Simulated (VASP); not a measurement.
The system is V.

```xyz
2
Lattice="2.6554 0.0000 0.0000 -1.3277 2.2996 0.0000 0.0000 0.0000 4.8160" Properties=species:S:1:pos:R:3 pbc="T T T"
V     0.0000    1.5331    1.2040
V     1.3277    0.7665    3.6120
```

This cell differs from its parent crystal: volume scaled by 1.06.

Base run:

- Program: VASP 6.6.1
- Functional: PBE
- Potentials or basis: VASP PAW PBE potentials, release 64 (V_sv)
- Cutoff: 520 eV
- k mesh: 12 × 12 × 6
- Occupations: fermi-dirac, width 0.05 eV
- Spin: collinear spin, ferromagnetic start
- Starting moments: [2.0, 2.0] μB

Its results: band gap on the k mesh zero (filled and empty bands overlap); pressure -9.2 GPa; net moment 0.00 μB per cell.

**Question.** The run is repeated on the same cell with these changes: functional from PBE to r2SCAN. What comes out?

**Answer.** Band gap on the k mesh zero (filled and empty bands overlap); pressure -11.6 GPa; net moment 0.01 μB per cell.

Caveats: the PAW data sets were made with another functional, which shifts forces and pressure a little (some runs).
